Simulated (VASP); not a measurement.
Set up this calculation in VASP 6.6.1, as the native input.

```yaml
Task: single point
Functional: RPBE
Dispersion: D4
Potentials_or_basis: VASP PAW PBE potentials, release 64 (Au)
Cutoff: 520 eV
k_mesh: 11 × 11 × 11
Occupations: fermi-dirac, width 0.025 eV
Spin: collinear spin, ferromagnetic start
Starting_moments: "[-0.11] μB"
Dipole_correction: no
Further_INCAR_settings: ALGO = Normal; EDIFF = 1e-07; NBANDS = 16
```

The structure of Au lies in POSCAR:

```
Au
1.0
    0.0000000000      2.0749120936      2.0749120936
    2.0749120936      0.0000000000      2.0749120936
    2.0749120936      2.0749120936      0.0000000000
Au
1
Direct
    0.0000000000      0.0000000000      0.0000000000
```

This cell differs from its parent crystal: volume scaled by 1.06.

One way to write it, as run:

INCAR

```
ALGO = Normal ; EDIFF = 1E-7
ENCUT = 520 ; GGA = RP
ISIF = 2 ; ISMEAR = -1
ISPIN = 2 ; IVDW = 13
LASPH = True ; LCHARG = False
LMAXMIX = 4 ; LORBIT = 11
LREAL = False ; LWAVE = False
MAGMOM = -0.11 ; NBANDS = 16
NELM = 150 ; PREC = Accurate
SIGMA = 0.025
```

KPOINTS

```
k-points
0
Gamma
  11 11 11
```

Potentials or basis: VASP PAW PBE potentials, release 64 (Au).

The run is started by

```sh
$ cat potpaw_PBE.64/Au/POTCAR > POTCAR
$ mpirun -np 1 vasp_std > vasp.out
```

It gave:

| Item | Value |
| --- | --- |
| Pressure | -5.9 GPa |
| Net moment | 0.00 μB per cell |
| Valence electrons inside the program's atomic spheres | Au 9.61 |
| Dispersion energy per atom | -1.249 eV |

Caveat: the PAW data sets were made with another functional, which shifts forces and pressure a little; pairwise dispersion overbinds metals, which lowers pressure and volume.

Wall time 20 s on 1 thread of Intel(R) Xeon(R) Platinum 8488C (Sapphire Rapids), with other jobs on the host, peak memory 0.16 GiB.
